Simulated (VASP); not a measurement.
# AlN (P6_3mc) in VASP: further runs

Runs on AlN. Level: PBE. Tasks: single point.

Program: VASP 6.6.1. These are calculated values, not measurements. Logs are shortened: lines on timing, memory, paths and dates and some standing lists are left out, and cuts for length are marked.

## Step 1: The cell of the first run

Symmetry: P6_3mc, No. 186, hexagonal system. The conventional cell has a = 3.113 Å, b = 3.113 Å, c = 4.981 Å, α = 90.00°, β = 90.00°, γ = 120.00°. Within 2.5 Å of Al (site symmetry 3m) lie 4 N at 1.89 Å. Within 2.5 Å of N (site symmetry 3m) lie 4 Al at 1.89 Å.

## Step 2: Single point, PBE

The input, INCAR:

```
  PREC = Accurate
  ENCUT = 520
  EDIFF = 1E-7
  ISMEAR = 0
  SIGMA = 0.012
  LREAL = F
  LASPH = T
  NELM = 100
  ALGO = Normal
  ISIF = 2
  LWAVE = F
  LCHARG = T
  GGA = PE
  LELF = T
  LVHAR = T
  NBANDS = 16
```

The input, KPOINTS:

```
regular mesh
0
Gamma
  10 10 6
```

The input, POSCAR:

```
AlN
1.0
    3.1130000000      0.0000000000      0.0000000000
   -1.5565000000      2.6959370820      0.0000000000
    0.0000000000      0.0000000000      4.9810000000
Al N
2 2
Direct
    0.6666666667      0.3333333333      0.5000000000
    0.3333333333      0.6666666667      0.0000000000
    0.6666666667      0.3333333333      0.8800000000
    0.3333333333      0.6666666667      0.3800000000
```

Potentials or basis: VASP PAW PBE potentials, release 64 (Al, N).

The run is started by

```sh
$ cat potpaw_PBE.64/Al/POTCAR potpaw_PBE.64/N/POTCAR > POTCAR
$ mpirun -np 1 vasp_std > vasp.out
```

OUTCAR:

```text
PREC = Accurate
   ENCUT = 520
   EDIFF = 1E-7
   ISMEAR = 0
   LREAL = F
   LASPH = T
   NELM = 100
   ISIF = 2
   GGA = PE

 ion  position               nearest neighbor table
   1  0.667  0.333  0.500-   3 1.89   4 1.89   4 1.89   4 1.89   2 3.07   2 3.07   2 3.07   2 3.07
                             2 3.07   2 3.07
   2  0.333  0.667  0.000-   4 1.89   3 1.89   3 1.89   3 1.89   1 3.07   1 3.07   1 3.07   1 3.07
                             1 3.07   1 3.07
   3  0.667  0.333  0.880-   1 1.89   2 1.89   2 1.89   2 1.89
   4  0.333  0.667  0.380-   2 1.89   1 1.89   1 1.89   1 1.89

  LATTYP: Found a hexagonal cell.
 ALAT       =     3.1130000000
 C/A-ratio  =     1.6000642467

  Lattice vectors:

 A1 = (   3.1130000000,   0.0000000000,   0.0000000000)
 A2 = (  -1.5565000000,   2.6959370820,   0.0000000000)
 A3 = (   0.0000000000,   0.0000000000,   4.9810000000)

Analysis of symmetry for initial positions (statically):
=====================================================================
 Subroutine PRICEL returns:
 Original cell was already a primitive cell.

 Routine SETGRP: Setting up the symmetry group for a
 hexagonal supercell.

 Subroutine GETGRP returns: Found 12 space group operations
 (whereof  6 operations were pure point group operations)
 out of a pool of 24 trial point group operations.

The static configuration has the point symmetry C_3v.
 The point group associated with its full space group is C_6v.

Analysis of symmetry for dynamics (positions and initial velocities):
=====================================================================
 Subroutine PRICEL returns:
 Original cell was already a primitive cell.

 Routine SETGRP: Setting up the symmetry group for a
 hexagonal supercell.

 Subroutine GETGRP returns: Found 12 space group operations
 (whereof  6 operations were pure point group operations)
 out of a pool of 24 trial point group operations.

The dynamic configuration has the point symmetry C_3v.
 The point group associated with its full space group is C_6v.

 Subroutine INISYM returns: Found 12 space group operations
 (whereof  6 operations are pure point group operations),
 and found     1 'primitive' translations

----------------------------------------------------------------------------------------

                                     Primitive cell

  volume of cell :      41.8028

  direct lattice vectors                    reciprocal lattice vectors
     3.113000000  0.000000000  0.000000000     0.321233537  0.185464269  0.000000000
    -1.556500000  2.695937082  0.000000000     0.000000000  0.370928538  0.000000000
     0.000000000  0.000000000  4.981000000     0.000000000  0.000000000  0.200762899

  length of vectors
     3.113000000  3.113000000  4.981000000     0.370928538  0.370928538  0.200762899

  position of ions in fractional coordinates (direct lattice)
     0.666666667  0.333333333  0.500000000
     0.333333333  0.666666667  0.000000000
     0.666666667  0.333333333  0.880000000
     0.333333333  0.666666667  0.380000000

  ion indices of the primitive-cell ions
   primitive index   ion index
                 1           1
                 2           2
                 3           3
                 4           4

----------------------------------------------------------------------------------------

 KPOINTS: regular mesh

Automatic generation of k-mesh.
 Grid dimensions read from file:
 generate k-points for:   10   10    6

 Generating k-lattice:

  Cartesian coordinates                     Fractional coordinates (reciprocal lattice)
     0.032123354  0.018546427  0.000000000     0.100000000  0.000000000  0.000000000
     0.000000000  0.037092854  0.000000000     0.000000000  0.100000000  0.000000000
     0.000000000  0.000000000  0.033460483     0.000000000  0.000000000  0.166666667

  Length of vectors
     0.037092854  0.037092854  0.033460483

  Shift w.r.t. Gamma in fractional coordinates (k-lattice)
     0.000000000  0.000000000  0.000000000

 Subroutine IBZKPT returns following result:
 ===========================================

 Found     56 irreducible k-points:

 Following reciprocal coordinates:
            Coordinates               Weight
  0.000000  0.000000  0.000000      1.000000
  0.100000 -0.000000  0.000000      6.000000
  0.200000 -0.000000  0.000000      6.000000
  0.300000 -0.000000  0.000000      6.000000
  0.400000  0.000000  0.000000      6.000000
  0.500000 -0.000000  0.000000      3.000000
[... 16 lines left out ...]
  0.300000  0.100000  0.166667     24.000000
  0.400000  0.100000  0.166667     24.000000
 [... further k-points ...]
   k-points           NKPTS =     56   k-points in BZ     NKDIM =     56   number of bands    NBANDS=     16
   number of dos      NEDOS =    301   number of ions     NIONS =      4
   total plane-waves  NPLWV =  23040
   dimension x,y,z NGX =    24 NGY =   24 NGZ =   40
   dimension x,y,z NGXF=    48 NGYF=   48 NGZF=   80
   ions per type =               2   2
   NGX,Y,Z   is equivalent  to a cutoff of  12.82, 12.82, 13.35 a.u.
   NGXF,Y,Z  is equivalent  to a cutoff of  25.63, 25.63, 26.70 a.u.
 SYSTEM =  unknown system
   PREC   = accura    normal or accurate (medium, high low for compatibility)
   ISTART =      0    job   : 0-new  1-cont  2-samecut
   ICHARG =      2    charge: 1-file 2-atom 10-const
   ISPIN  =      1    spin polarized calculation?
   LNONCOLLINEAR =      F non collinear calculations
   LSORBIT =      F    spin-orbit coupling
   LASPH  =      T    aspherical Exc in radial PAW
   ENCUT  =  520.0 eV  38.22 Ry    6.18 a.u.   5.79  5.79  9.26*2*pi/ulx,y,z
   NELM   =    100;   NELMIN=  2; NELMDL= -5     # of ELM steps
   EDIFF  = 0.1E-06   stopping-criterion for ELM
   LREAL  =      F    real-space projection
   EDIFFG = 0.1E-05   stopping-criterion for IOM
   NSW    =      0    number of steps for IOM
   IBRION =     -1    ionic relax: 0-MD 1-quasi-New 2-CG
   NFREE  =      0    steps in history (QN), initial steepest desc. (CG)
   ISIF   =      2    stress and relaxation
   ISYM   =      2    0-nonsym 1-usesym 2-fastsym
   POTIM  = 0.5000    time-step for ionic-motion
   TEBEG  =    0.0;   TEEND  =   0.0 temperature during run
   PSTRESS=    0.0 pullay stress
   NELECT =      16.0000    total number of electrons
   NUPDOWN=      -1.0000    fix difference up-down
   EMIN   =  10.00;   EMAX   =-10.00  energy-range for DOS
   EFERMI =   0.00;   METHOD = LEGACY
   ISMEAR =     0;   SIGMA  =   0.01  broadening in eV -4-tet -1-fermi 0-gaus
   EFERMI_NEDOS =   21; number of points for ismear=-14 and -15
   IALGO  =     38    algorithm
   IMIX   =      4    mixing-type and parameters
     AMIX     =   0.40;   BMIX     =  1.00
     AMIX_MAG =   1.60;   BMIX_MAG =  1.00
  volume/ion in A,a.u.               =      10.45        70.52
  Fermi-wavevector in a.u.,A,eV,Ry     =   1.188629  2.246183 19.222843  1.412839
  Thomas-Fermi vector in A             =   2.324754
   LORBIT       =      0    0 simple, 1 ext, 2 COOP (PROOUT), +10 PAW based schemes
   GGA     = PE    functional components
   LHFCALC =     F    Hartree Fock is set to
   AEXX    =    0.0000 exact exchange contribution
   IVDW    =     0    specifies the selected vdW correction
   LEPSILON=     F    determine dielectric tensor
   LRPA    =     F    only Hartree local field effects (RPA)
 non-spin polarized calculation
 Gauss-broadening in eV      SIGMA  =   0.01
  energy-cutoff  :      520.00
  volume of cell :       41.80
 maximum number of plane-waves:      1142
 NGX is ok and might be reduce to    24
   NGX = 11   NGY = 11   NGZ = 19

 number of electron      15.9999997 magnetization

 Free energy of the ion-electron system (eV)
  ---------------------------------------------------
  ext. energy  EPLUGINS =         0.00000000
  ---------------------------------------------------
  free energy    TOTEN  =       -29.77127407 eV

  energy without entropy =      -29.77127407  energy(sigma->0) =      -29.77127407

 E-fermi :   6.1832     XC(G=0): -10.9069

 val. band max:        6.1215661572   @ k =   0.0000   0.0000   0.0000
 cond. band min:      10.3450316739   @ k =   0.0000   0.0000   0.0000
 fundamental gap:      4.2234655168
 Fermi energy:         6.1832147271

 k-point     1 :       0.0000    0.0000    0.0000
  band No.  band energies     occupation
      1      -9.0373      2.00000
      2      -6.8889      2.00000
      3       0.1488      2.00000
      4       5.2900      2.00000
      5       5.2900      2.00000
      6       5.9420      2.00000
[... 8 lines left out ...]
     15      19.2857      0.00000
     16      19.2857      0.00000

 k-point     2 :       0.1000   -0.0000    0.0000
  band No.  band energies     occupation
      1      -8.9104      2.00000
      2      -6.8176      2.00000
      3       0.2999      2.00000
      4       4.7093      2.00000
      5       5.1263      2.00000
      6       5.3731      2.00000
[... 8 lines left out ...]
     15      19.2502      0.00000
     16      19.3270      0.00000

 k-point     3 :       0.2000   -0.0000    0.0000
  band No.  band energies     occupation
      1      -8.5459      2.00000
      2      -6.6321      2.00000
      3       0.7418      2.00000
      4       3.4014      2.00000
      5       4.2664      2.00000
      6       4.7709      2.00000
[... 8 lines left out ...]
     15      18.3792      0.00000
     16      18.8700      0.00000

 k-point     4 :       0.3000   -0.0000    0.0000
  band No.  band energies     occupation
      1      -8.0010      2.00000
      2      -6.4229      2.00000
      3       1.4312      2.00000
      4       2.0456      2.00000
      5       3.1533      2.00000
      6       4.4086      2.00000
[... 8 lines left out ...]
     15      18.2193      0.00000
     16      20.1037      0.00000

 k-point     5 :       0.4000    0.0000    0.0000
  band No.  band energies     occupation
      1      -7.4051      2.00000
      2      -6.3339      2.00000
      3       1.0599      2.00000
      4       2.2275      2.00000
      5       2.3499      2.00000
      6       4.1530      2.00000
[... 8 lines left out ...]
     15      18.5993      0.00000
     16      21.2206      0.00000

 k-point     6 :       0.5000   -0.0000    0.0000
  band No.  band energies     occupation
      1      -7.0759      2.00000
      2      -6.3806      2.00000
      3       0.7037      2.00000
      4       1.9905      2.00000
      5       2.7920      2.00000
      6       4.0619      2.00000
[... 8 lines left out ...]
     15      18.9791      0.00000
     16      21.3150      0.00000
[... 267 lines left out ...]
 k-point    21 :       0.1000    0.1000    0.1667
  band No.  band energies     occupation
      1      -8.5634      2.00000
      2      -6.8713      2.00000
      3       0.8905      2.00000
      4       4.0814      2.00000
      5       4.0875      2.00000
      6       4.9994      2.00000
[... 8 lines left out ...]
     15      18.6318      0.00000
     16      19.4850      0.00000

 k-point    22 :       0.2000    0.1000    0.1667
  band No.  band energies     occupation
      1      -8.1150      2.00000
      2      -6.6366      2.00000
      3       1.2786      2.00000
      4       2.8492      2.00000
      5       3.3091      2.00000
      6       4.4966      2.00000
[... 8 lines left out ...]
     15      18.5467      0.00000
     16      19.8625      0.00000

 k-point    23 :       0.3000    0.1000    0.1667
  band No.  band energies     occupation
      1      -7.5490      2.00000
      2      -6.4331      2.00000
      3       1.2441      2.00000
      4       2.0907      2.00000
      5       2.8406      2.00000
      6       4.0246      2.00000
[... 8 lines left out ...]
     15      18.5293      0.00000
     16      20.5640      0.00000

 k-point    24 :       0.4000    0.1000    0.1667
  band No.  band energies     occupation
      1      -7.0570      2.00000
      2      -6.3944      2.00000
      3       0.7426      2.00000
      4       1.7539      2.00000
      5       3.0735      2.00000
      6       3.8579      2.00000
[... 8 lines left out ...]
     15      18.7698      0.00000
     16      21.0507      0.00000

 [... further k-points ...]

------------------------ aborting loop because EDIFF is reached ----------------------------------------

  FORCE on cell =-STRESS in cart. coord.  units (eV):
  Direction    XX          YY          ZZ          XY          YZ          ZX
  --------------------------------------------------------------------------------------
  -------------------------------------------------------------------------------------
  Total        0.7578816      0.7578816      1.1907218      0.0000000     -0.0000000      0.0000000
  in kB       29.0473526     29.0473526     45.6368313      0.0000000     -0.0000000      0.0000000
  external PRESSURE =      34.5771788 kB  Pullay stress =       0.0000000 kB

 VOLUME and BASIS-vectors are now :
 -----------------------------------------------------------------------------
  energy-cutoff  :      520.00
  volume of cell :       41.80
      direct lattice vectors                 reciprocal lattice vectors
     3.113000000  0.000000000  0.000000000     0.321233537  0.185464269  0.000000000
    -1.556500000  2.695937082  0.000000000     0.000000000  0.370928538  0.000000000
     0.000000000  0.000000000  4.981000000     0.000000000  0.000000000  0.200762899

 POSITION                                       TOTAL-FORCE (eV/Angst)
 -----------------------------------------------------------------------------------
      1.55650      0.89865      2.49050        -0.000000      0.000000     -0.128866
     -0.00000      1.79729      0.00000         0.000000     -0.000000     -0.128866
      1.55650      0.89865      4.38328        -0.000000      0.000000      0.128866
     -0.00000      1.79729      1.89278         0.000000     -0.000000      0.128866
 -----------------------------------------------------------------------------------
    total drift:                               -0.000000     -0.000000      0.000367

  FREE ENERGIE OF THE ION-ELECTRON SYSTEM (eV)
  ---------------------------------------------------
  free  energy   TOTEN  =       -29.7712740705 eV

  energy  without entropy=      -29.7712740705  energy(sigma->0) =      -29.77127407
```

Run time: 50 s. Hardware: 1 thread of Intel Xeon 8259CL, shared host; peak memory 0.17 GiB.

What came out:

```yaml
Free_energy: -29.7713 eV
Pressure: 3.5 GPa
Largest_force: 0.129 eV/Å
Band_gap_on_the_k_mesh: 4.22 eV
```

Forces in eV/Å, atoms in the order of the input:
```
Al   0.000  0.000 -0.129
Al   0.000  0.000 -0.129
N    0.000  0.000  0.129
N    0.000  0.000  0.129
```

Levels at points of the mesh, in eV from the valence-band top:
```
           k point  band 6  band 7  band 8  band 9  band 10  band 11
(0.00, 0.00, 0.00)   -0.18   -0.18    0.00    4.22     6.66    10.61
(0.50, 0.00, 0.00)   -2.06   -1.77   -0.66    5.82     5.83     8.20
(0.00, 0.00, 0.50)   -0.52   -0.52   -0.52    6.47     6.47    10.34
(0.50, 0.00, 0.50)   -1.43   -1.35   -1.35    5.33     5.33     9.29
```

Caveat: the cell stands under pressure.

(Continued in part 2 of 2.)
